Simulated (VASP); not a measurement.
# Ru (R-3m) in VASP: further runs, part 2 of 2

VASP 6.6.1. Earlier steps stand in the parts before.

## 3. Relaxation of cell and atoms, PBEsol

This run uses another cell than the first one, of 14.16 Å³/atom, 0.924 times its volume.

File INCAR:

```
SYSTEM = Ru
PREC = Accurate
ENCUT = 600
EDIFF = 1E-7
ISMEAR = 0
SIGMA = 0.1
LREAL = .FALSE.
LASPH = .TRUE.
NELM = 60
ALGO = Fast
ISIF = 3
LWAVE = .FALSE.
LCHARG = .FALSE.
GGA = PS
IBRION = 2
NSW = 90
EDIFFG = -0.04
```

File KPOINTS:

```
Automatic mesh
0
G
  6 6 6
  0 0 0
```

File POSCAR:

```
Ru
1.0
    1.6398700866      0.9467794359      3.0409424665
   -1.6398700866      0.9467794359      3.0409424665
    0.0000000000     -1.8935588719      3.0409424665
Ru
2
Direct
    0.2275400000      0.2275400000      0.2275400000
    0.7724600000      0.7724600000      0.7724600000
```

Potentials or basis: VASP PAW PBE potentials, release 64 (Ru_pv).

Run with:

```console
cat potpaw_PBE.64/Ru_pv/POTCAR > POTCAR
mpirun -np 1 vasp_std > vasp.out
```

OUTCAR:

```text
SYSTEM = Ru
   PREC = Accurate
   ENCUT = 600
   EDIFF = 1E-7
   ISMEAR = 0
   LREAL = .FALSE.
   LASPH = .TRUE.
   NELM = 60
   ISIF = 3
   GGA = PS
   IBRION = 2
   NSW = 90
   EDIFFG = -0.04

 ion  position               nearest neighbor table
   1  0.228  0.228  0.228-   2 2.20   2 2.20   2 2.20   2 2.70   2 2.70   2 2.70
   2  0.772  0.772  0.772-   1 2.20   1 2.20   1 2.20   1 2.70   1 2.70   1 2.70

  LATTYP: Found a trigonal (rhomboedric) cell.
 ALAT       =     3.5823032096
 COS(alpha) =     0.5808936906

  Lattice vectors:

 A1 = (   1.6398700866,   0.9467794359,   3.0409424665)
 A2 = (  -1.6398700866,   0.9467794359,   3.0409424665)
 A3 = (   0.0000000000,  -1.8935588719,   3.0409424665)

Analysis of symmetry for initial positions (statically):
=====================================================================
 Subroutine PRICEL returns:
 Original cell was already a primitive cell.

 Routine SETGRP: Setting up the symmetry group for a
 trigonal (rhombohedral) supercell.

 Subroutine GETGRP returns: Found 12 space group operations
 (whereof 12 operations were pure point group operations)
 out of a pool of 12 trial point group operations.

The static configuration has the point symmetry D_3d.

Analysis of symmetry for dynamics (positions and initial velocities):
=====================================================================
 Subroutine PRICEL returns:
 Original cell was already a primitive cell.

 Routine SETGRP: Setting up the symmetry group for a
 trigonal (rhombohedral) supercell.

 Subroutine GETGRP returns: Found 12 space group operations
 (whereof 12 operations were pure point group operations)
 out of a pool of 12 trial point group operations.

The dynamic configuration has the point symmetry D_3d.

 Subroutine INISYM returns: Found 12 space group operations
 (whereof 12 operations are pure point group operations),
 and found     1 'primitive' translations

----------------------------------------------------------------------------------------

                                     Primitive cell

  volume of cell :      28.3281

  direct lattice vectors                    reciprocal lattice vectors
     1.639870087  0.946779436  3.040942467     0.304902202  0.176035368  0.109615140
    -1.639870087  0.946779436  3.040942467    -0.304902202  0.176035368  0.109615140
     0.000000000 -1.893558872  3.040942467     0.000000000 -0.352070737  0.109615140

  length of vectors
     3.582303210  3.582303210  3.582303210     0.368740129  0.368740129  0.368740129

  position of ions in fractional coordinates (direct lattice)
     0.227540000  0.227540000  0.227540000
     0.772460000  0.772460000  0.772460000

  ion indices of the primitive-cell ions
   primitive index   ion index
                 1           1
                 2           2

----------------------------------------------------------------------------------------

 KPOINTS: Automatic mesh
[... 95 lines left out ...]
   AEXX    =    0.0000 exact exchange contribution
   IVDW    =     0    specifies the selected vdW correction
   LEPSILON=     F    determine dielectric tensor
   LRPA    =     F    only Hartree local field effects (RPA)
 conjugate gradient relaxation of ions
 non-spin polarized calculation
 RMM-DIIS sequential band-by-band and
 Gauss-broadening in eV      SIGMA  =   0.10
  energy-cutoff  :      600.00
  volume of cell :       28.33
 maximum number of plane-waves:       972
 NGX is ok and might be reduce to    30

--------------------------------------- Ionic step        1  -------------------------------------------

 number of electron      27.9999997 magnetization

 Free energy of the ion-electron system (eV)
  ---------------------------------------------------
  ext. energy  EPLUGINS =         0.00000000
  ---------------------------------------------------
  free energy    TOTEN  =       -16.98731140 eV

  energy without entropy =      -16.97695618  energy(sigma->0) =      -16.98213379

------------------------ aborting loop because EDIFF is reached ----------------------------------------

  FORCE on cell =-STRESS in cart. coord.  units (eV):
  Direction    XX          YY          ZZ          XY          YZ          ZX
  --------------------------------------------------------------------------------------
  -------------------------------------------------------------------------------------
  Total       10.2189684     10.2189684      6.0459774      0.0000000     -0.0000000      0.0000000
  in kB      577.9628528    577.9628528    341.9474630      0.0000000     -0.0000000      0.0000000
  external PRESSURE =     499.2910562 kB  Pullay stress =       0.0000000 kB
[... 23 lines left out ...]
--------------------------------------- Ionic step        2  -------------------------------------------

 number of electron      27.9999997 magnetization

------------------------ aborting loop EDIFF was not reached (unconverged)  ----------------------------

  FORCE on cell =-STRESS in cart. coord.  units (eV):
  Direction    XX          YY          ZZ          XY          YZ          ZX
  --------------------------------------------------------------------------------------
  -------------------------------------------------------------------------------------
  Total       -9.7808791     -9.7808791    -10.2682267     -0.0000000      0.0000000      0.0000000
  in kB     -310.7182634   -310.7182634   -326.2002874     -0.0000000      0.0000000      0.0000000
  external PRESSURE =    -315.8789380 kB  Pullay stress =       0.0000000 kB
[... 23 lines left out ...]
--------------------------------------- Ionic step        3  -------------------------------------------

 number of electron      28.0000005 magnetization

------------------------ aborting loop EDIFF was not reached (unconverged)  ----------------------------

  FORCE on cell =-STRESS in cart. coord.  units (eV):
  Direction    XX          YY          ZZ          XY          YZ          ZX
  --------------------------------------------------------------------------------------
  -------------------------------------------------------------------------------------
  Total       -7.3532938     -7.3532938     -8.2815668      0.0000000      0.0000000      0.0000000
  in kB     -302.0560897   -302.0560897   -340.1873690      0.0000000      0.0000000      0.0000000
  external PRESSURE =    -314.7665161 kB  Pullay stress =       0.0000000 kB
[... 17 lines left out ...]
  FREE ENERGIE OF THE ION-ELECTRON SYSTEM (eV)
  ---------------------------------------------------
  free  energy   TOTEN  =       -16.7170659419 eV

  energy  without entropy=      -16.6913710864  energy(sigma->0) =      -16.70421851

 E-fermi :   9.1816     XC(G=0): -12.7159

 val. band max:        9.1813485281   @ k =   0.5000   0.0000   0.0000
 cond. band min:       9.1896066475   @ k =   0.3333   0.3333   0.1667
 fundamental gap:      0.0082581195
 Fermi energy:         9.1815796041

 k-point     1 :       0.0000    0.0000    0.0000
  band No.  band energies     occupation
      1     -33.8993      2.00000
      2     -33.8993      2.00000
      3     -33.8716      2.00000
      4     -33.1962      2.00000
      5     -33.1962      2.00000
      6     -33.1927      2.00000
[... 493 lines left out ...]
     17      11.2406      0.00000
     18      13.4944      0.00000

 [... further k-points ...]

[... ionic steps 4 to 21 ...]

--------------------------------------- Ionic step       22  -------------------------------------------

 number of electron      28.0000000 magnetization

------------------------ aborting loop because EDIFF is reached ----------------------------------------
[... 67 lines left out ...]
--------------------------------------- Ionic step       24  -------------------------------------------

 number of electron      28.0000000 magnetization

 Free energy of the ion-electron system (eV)
  ---------------------------------------------------
  ext. energy  EPLUGINS =         0.00000000
  ---------------------------------------------------
  free energy    TOTEN  =       -17.87513635 eV

  energy without entropy =      -17.86016653  energy(sigma->0) =      -17.86765144

 E-fermi :  10.9299     XC(G=0): -13.3767

 val. band max:       10.9158495697   @ k =   0.3333   0.3333   0.3333
 cond. band min:      10.9719850784   @ k =   0.3333   0.1667   0.1667
 fundamental gap:      0.0561355087
 Fermi energy:        10.9299104038

 k-point     1 :       0.0000    0.0000    0.0000
  band No.  band energies     occupation
      1     -32.4937      2.00000
      2     -32.4937      2.00000
      3     -32.2189      2.00000
      4     -31.5834      2.00000
      5     -31.5096      2.00000
      6     -31.5096      2.00000
[... 524 lines left out ...]
  FREE ENERGIE OF THE ION-ELECTRON SYSTEM (eV)
  ---------------------------------------------------
  free  energy   TOTEN  =       -17.8751363499 eV

  energy  without entropy=      -17.8601665289  energy(sigma->0) =      -17.86765144

 reached required accuracy - stopping structural energy minimisation
```

OSZICAR:

```text
N       E                     dE             d eps       ncg     rms          rms(c)
DAV:   1     0.318182496230E+03    0.31818E+03   -0.19499E+04  1152   0.191E+03
DAV:   2    -0.975636288591E+01   -0.32794E+03   -0.32193E+03  1224   0.522E+02
DAV:   3    -0.176646845618E+02   -0.79083E+01   -0.76343E+01  1268   0.859E+01
[... 393 lines left out ...]
RMM:   5    -0.178751352196E+02   -0.35018E-05   -0.43420E-05  1264   0.438E-02    0.959E-03
RMM:   6    -0.178751359471E+02   -0.72750E-06   -0.68934E-06  1244   0.202E-02    0.719E-03
RMM:   7    -0.178751365227E+02   -0.57556E-06   -0.25526E-06  1169   0.156E-02    0.406E-03
RMM:   8    -0.178751363094E+02    0.21321E-06   -0.93010E-07  1113   0.932E-03    0.816E-04
RMM:   9    -0.178751363499E+02   -0.40464E-07   -0.34292E-07   771   0.396E-03
  24 F= -.17875136E+02 E0= -.17867651E+02  d E =-.126003E-03
```

It took 5.2 min on 1 thread of Intel Xeon 6975P-C (Granite Rapids), shared host; peak memory 0.19 GiB.

Results:

| Property | Result |
| --- | --- |
| Free energy | -17.8751 eV |
| Relaxed volume | 15.36 Å³/atom |
| Relaxed cell | a = 3.398 Å, b = 3.398 Å, c = 3.398 Å, α = 64.90°, β = 64.90°, γ = 64.90° |
| Space group after relaxing (to 0.05 Å) | R-3m (No. 166) |
| Energy gained by relaxing | 443.9 meV/atom |
| Ionic steps | 24 |
| Pressure after relaxing | -0.2 GPa |
| Largest force after relaxing | 0.023 eV/Å |
| Band gap on the k mesh | zero (band 14 reaches 12.47 eV, above the bottom of band 15 at 10.06 eV) |

Forces in eV/Å, atoms in the order of the input:
```
Ru   0.000  0.000  0.023
Ru   0.000  0.000 -0.023
```

Step by step:
| step | energy change (eV) | largest force (eV/Å) | pressure (GPa) | volume (Å³) |
| --- | --- | --- | --- | --- |
| 1 | 0.0000 | 3.7728 | 49.93 | 28.33 |
| 2 | 4.8323 | 0.4344 | -31.59 | 50.43 |
| 3 | 0.2702 | 1.0337 | -31.48 | 39.00 |
| 4 | -0.6015 | 0.4045 | -15.98 | 34.29 |
| 5 | -0.7126 | 0.5580 | 1.84 | 31.75 |
| 6 | -0.7183 | 0.3157 | -2.35 | 32.24 |
| 7 | -0.7184 | 0.3551 | -1.74 | 32.16 |
| 8 | -0.7726 | 0.4146 | 0.03 | 31.58 |
| 9 | -0.8344 | 0.3032 | 10.05 | 29.73 |
| 10 | -0.8480 | 0.1671 | 8.77 | 29.80 |
| 11 | -0.8702 | 0.2104 | 5.27 | 30.01 |
| 12 | -0.8715 | 0.3018 | 4.31 | 30.07 |
| 13 | -0.8766 | 0.2689 | 3.06 | 30.23 |
| 14 | -0.8834 | 0.1716 | -0.53 | 30.72 |
| 15 | -0.8841 | 0.1421 | -0.30 | 30.71 |
| 16 | -0.8855 | 0.0571 | 0.27 | 30.66 |
| 17 | -0.8851 | 0.1127 | 1.46 | 30.57 |
| 18 | -0.8858 | 0.0097 | 0.73 | 30.63 |
| 19 | -0.8865 | 0.0221 | 0.06 | 30.71 |
| 20 | -0.8867 | 0.0295 | -0.54 | 30.79 |
| 21 | -0.8871 | 0.0379 | -0.35 | 30.76 |
| 22 | -0.8877 | 0.0495 | 0.07 | 30.70 |
| 23 | -0.8877 | 0.0518 | 0.17 | 30.68 |
| 24 | -0.8878 | 0.0231 | -0.24 | 30.72 |

Final structure:
```
Ru
1.0
     1.82333    1.05270    2.66737
    -1.82333    1.05270    2.66737
     0.00000   -2.10540    2.66737
Ru
2
Direct
  0.23957 0.23957 0.23957
  0.76043 0.76043 0.76043
```

Caveat: the k points lie up to 0.36 Å⁻¹ apart in the final cell; the PAW data sets were made with another functional, which shifts forces and pressure a little.

## 4. Single point, PBEsol

This run uses another cell than the first one: it holds 3 atoms, not 2.

File INCAR:

```
SYSTEM = Ru
PREC = Accurate
ENCUT = 520
EDIFF = 1E-6
ISMEAR = 0
SIGMA = 0.1
LREAL = .False.
LASPH = .True.
NELM = 100
ALGO = Normal
ISIF = 2
LWAVE = .False.
LCHARG = .False.
GGA = PS
NBANDS = 28
```

File KPOINTS:

```
Automatic mesh
0
Gamma
  9 9 9
  0 0 0
```

File POSCAR:

```
Ru
1.0
    1.4130400140      0.8158190324      6.8291337230
   -1.4130400140      0.8158190324      6.8291337230
    0.0000000000     -1.6316380650      6.8291337230
Ru
3
Direct
    0.0000000000      0.0000000000      0.0000000000
    0.2222200000      0.2222200000      0.2222200000
    0.7777800000      0.7777800000      0.7777800000
```

Potentials or basis: VASP PAW PBE potentials, release 64 (Ru_pv).

Run with:

```console
cat potpaw_PBE.64/Ru_pv/POTCAR > POTCAR
mpirun -np 1 vasp_std > vasp.out
```

OUTCAR:

```text
SYSTEM = Ru
   PREC = Accurate
   ENCUT = 520
   EDIFF = 1E-6
   ISMEAR = 0
   LREAL = .False.
   LASPH = .True.
   NELM = 100
   ISIF = 2
   GGA = PS

 ion  position               nearest neighbor table
   1  0.000  0.000  0.000-   3 2.80   3 2.80   2 2.80   2 2.80   3 2.80   2 2.80
   2  0.222  0.222  0.222-   3 2.80   3 2.80   3 2.80   1 2.80   1 2.80   1 2.80
   3  0.778  0.778  0.778-   2 2.80   2 2.80   2 2.80   1 2.80   1 2.80   1 2.80

  LATTYP: Found a trigonal (rhomboedric) cell.
 ALAT       =     7.0213467498
 COS(alpha) =     0.9189975651

  Lattice vectors:

 A1 = (   1.4130400140,   0.8158190324,   6.8291337230)
 A2 = (  -1.4130400140,   0.8158190324,   6.8291337230)
 A3 = (   0.0000000000,  -1.6316380650,   6.8291337230)

Analysis of symmetry for initial positions (statically):
=====================================================================
 Subroutine PRICEL returns:
 Original cell was already a primitive cell.

 Routine SETGRP: Setting up the symmetry group for a
 trigonal (rhombohedral) supercell.

 Subroutine GETGRP returns: Found 12 space group operations
[... 162 lines left out ...]
  ext. energy  EPLUGINS =         0.00000000
  ---------------------------------------------------
  free energy    TOTEN  =       -29.37211256 eV

  energy without entropy =      -29.35428097  energy(sigma->0) =      -29.36319677

 E-fermi :  10.2307     XC(G=0): -13.3832

 val. band max:       10.2301787487   @ k =  -0.4444   0.3333   0.3333
 cond. band min:      10.2366370588   @ k =  -0.3333   0.2222   0.1111
 fundamental gap:      0.0064583101
 Fermi energy:        10.2306975772

 k-point     1 :       0.0000    0.0000    0.0000
  band No.  band energies     occupation
      1     -32.7693      2.00000
      2     -32.7545      2.00000
      3     -32.3504      2.00000
      4     -32.3504      2.00000
      5     -32.3384      2.00000
      6     -32.3384      2.00000
[... 733 lines left out ...]
     27      15.6916      0.00000
     28      19.0205      0.00000

 [... further k-points ...]
[... 5 lines left out ...]
  --------------------------------------------------------------------------------------
  -------------------------------------------------------------------------------------
  Total      -10.7692706    -10.7692706    -12.3106052      0.0000000      0.0000000      0.0000000
  in kB     -365.2848944   -365.2848944   -417.5657088      0.0000000      0.0000000      0.0000000
  external PRESSURE =    -382.7118325 kB  Pullay stress =       0.0000000 kB

 VOLUME and BASIS-vectors are now :
 -----------------------------------------------------------------------------
  energy-cutoff  :      520.00
  volume of cell :       47.24
      direct lattice vectors                 reciprocal lattice vectors
     1.413040014  0.815819032  6.829133723     0.353847021  0.204293673  0.048810486
    -1.413040014  0.815819032  6.829133723    -0.353847021  0.204293673  0.048810486
     0.000000000 -1.631638065  6.829133723     0.000000000 -0.408587346  0.048810486

 POSITION                                       TOTAL-FORCE (eV/Angst)
 -----------------------------------------------------------------------------------
      0.00000      0.00000      0.00000         0.000000      0.000000     -0.000000
      0.00000     -0.00000      4.55271         0.000000      0.000000     -0.466245
      0.00000     -0.00000     15.93469         0.000000     -0.000000      0.466245
 -----------------------------------------------------------------------------------
    total drift:                                0.000000     -0.000000      0.000000

  FREE ENERGIE OF THE ION-ELECTRON SYSTEM (eV)
  ---------------------------------------------------
  free  energy   TOTEN  =       -29.3721125643 eV

  energy  without entropy=      -29.3542809695  energy(sigma->0) =      -29.36319677
```

stdout:

```text
POSCAR found type information on POSCAR Ru
 POSCAR found :  1 types and       3 ions
 scaLAPACK will be used
 -----------------------------------------------------------------------------
|                                                                             |
|                                                                             |
|     You enforced a specific xc type in the INCAR file but a different       |
|     I HOPE YOU KNOW WHAT YOU ARE DOING!                                     |
|                                                                             |
 -----------------------------------------------------------------------------

 LDA part: xc-table for (Slater+PW92), standard interpolation
 POSCAR, INCAR and KPOINTS ok, starting setup
 FFT: planning ... GRIDC
 FFT: planning ... GRID_SOFT
 FFT: planning ... GRID
 WAVECAR not read
 entering main loop
```

Run time: 6.2 min. Hardware: 1 thread of Intel Xeon Platinum 8488C (Sapphire Rapids), shared host; peak memory 0.41 GiB.

What came out:

```yaml
Free_energy: -29.3721 eV
Pressure: -38.3 GPa
Largest_force: 0.466 eV/Å
Band_gap_on_the_k_mesh: zero (band 21 reaches 11.34 eV, above the bottom of band 22 at 9.16 eV)
```

Forces on the atoms (eV/Å):
```
Ru   0.000  0.000  0.000
Ru   0.000  0.000 -0.466
Ru   0.000  0.000  0.466
```

Stress tensor (GPa, compression positive):
```
-36.53   0.00   0.00
  0.00 -36.53   0.00
  0.00   0.00 -41.76
```

Caveat: the PAW data sets were made with another functional, which shifts forces and pressure a little.

## 5. Single point, PBEsol

This run uses another cell than the first one: it holds 3 atoms, not 2.

INCAR: that of step 4 with these lines changed.

```diff
@@ -3,3 +3,3 @@
 ENCUT = 520
-EDIFF = 1E-6
+EDIFF = 1E-7
 ISMEAR = 0
```

KPOINTS is that of step 4.

File POSCAR:

```
Ru
1.0
    1.3441027049      0.7760180585      6.4057475980
   -1.3441027049      0.7760180585      6.4057475980
    0.0000000000     -1.5520361170      6.4057475980
Ru
3
Direct
    0.0000000000      0.0000000000      0.0000000000
    0.2207187762      0.2207187762      0.2207187762
    0.7792812238      0.7792812238      0.7792812238
```

Run with:

```console
cat potpaw_PBE.64/Ru_pv/POTCAR > POTCAR
mpirun -np 1 vasp_std > vasp.out
```

It took 6 min on 1 thread of Intel Xeon Platinum 8488C (Sapphire Rapids), shared host; peak memory 0.35 GiB.

The run converged. Its results:

```
Free energy            : -30.4072 eV
Pressure               : -0.2 GPa
Largest force          : 0.015 eV/Å
Band gap on the k mesh : zero (band 21 reaches 14.44 eV, above the bottom of band 22 at 11.63 eV)
```

Forces on the atoms (eV/Å):
```
Ru   0.000  0.000  0.000
Ru   0.000  0.000 -0.015
Ru   0.000  0.000  0.015
```

Stress tensor (GPa, compression positive):
```
-0.18  0.00  0.00
 0.00 -0.18  0.00
 0.00  0.00 -0.38
```

Levels at points of the mesh, in eV from the Fermi level:
```
           k point  band 19  band 20  band 21  band 22  band 23  band 24
(0.00, 0.00, 0.00)    -2.31    -1.76    -1.50    -1.09    -1.09     0.65
```

Caveat: the PAW data sets were made with another functional, which shifts forces and pressure a little.

## 6. The runs side by side

```csv
task,cell,k mesh,cutoff (eV),gap on the mesh (eV),pressure (GPa),largest force (eV/Å)
single point,"a = 3.401 Å, angles 64.7°, 2 atoms",6 × 6 × 6,520,none,0.3,0.03
relaxation of cell and atoms,"relaxed from a = 3.582 Å, angles 54.5°, 2 atoms",6 × 6 × 6,600,none,-0.2,0.02
single point,"a = 7.021 Å, angles 23.2°, 3 atoms",9 × 9 × 9,520,none,-38.3,0.47
single point,"a = 6.591 Å, angles 23.5°, 3 atoms",9 × 9 × 9,520,none,-0.2,0.01
```

Alike in all rows: level PBEsol; potentials or basis VASP PAW PBE potentials, release 64 (Ru_pv); no spin polarisation; smearing gaussian 0.1 eV.

Caveats: some runs use coarse meshes; the PAW data sets were made with another functional, which shifts forces and pressure a little.

Total energies depend on the potentials used, so only differences within one code and one set of settings carry meaning.
